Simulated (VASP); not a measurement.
Write the native input for VASP 6.6.1 that does the following.

- Task: relaxation of cell and atoms
- Functional: PBE
- Dispersion: D4
- Potentials or basis: VASP PAW PBE potentials, release 64 (Au)
- Cutoff: 600 eV
- k mesh: 10 × 10 × 10
- Occupations: fermi-dirac, width 0.05 eV
- Spin: no spin polarisation
- Dipole correction: no
- Further INCAR settings: ALGO = Normal; EDIFF = 1e-07; IBRION = 2; EDIFFG = -0.01; NSW = 60; ISIF = 3

The structure of Au lies in POSCAR:

```
Au
1.0
    2.7484100000      0.0000000000      0.0000000000
    0.0000000000      2.7484100000      0.0000000000
    0.0000000000      0.0000000000      2.7484100000
Au
1
Direct
    0.5000000000      0.5000000000      0.5000000000
```

This isn't the form of Au at room conditions, which is fcc.

These files were run (other wordings do the same):

INCAR

```
PREC = Accurate
ENCUT = 600
EDIFF = 1E-7
ISMEAR = -1
SIGMA = 0.05
LREAL = F
LASPH = T
NELM = 80
ALGO = Normal
ISIF = 3
LWAVE = F
LCHARG = F
GGA = PE
IVDW = 13
IBRION = 2
NSW = 60
EDIFFG = -0.01
```

KPOINTS

```
Automatic mesh
0
Gamma
  10 10 10
```

Potentials or basis: VASP PAW PBE potentials, release 64 (Au).

Run with:

```console
$ cat potpaw_PBE.64/Au/POTCAR > POTCAR
$ mpirun -np 1 vasp_std > vasp.out
```

It gave:

The relaxed volume is 20.02 Å³/atom. The relaxed cell is a = 2.715 Å, b = 2.715 Å, c = 2.715 Å, α = 90.00°, β = 90.00°, γ = 90.00° and the space group after relaxing (to 0.1 Å) is Pm-3m (No. 221). The energy gained by relaxing is 9.5 meV/atom, the ionic steps are 3 and the pressure after relaxing is 0.0 GPa. The band gap on the k mesh is zero (an odd number of electrons rules out a gap without spin polarisation). The dispersion energy per atom is -0.592 eV.

Caveat: spin-orbit coupling is left out, which moves the levels of the heavy elements.

It took 21 s on 1 thread of Intel Xeon 8259CL, on a shared host, peak memory 0.16 GiB.
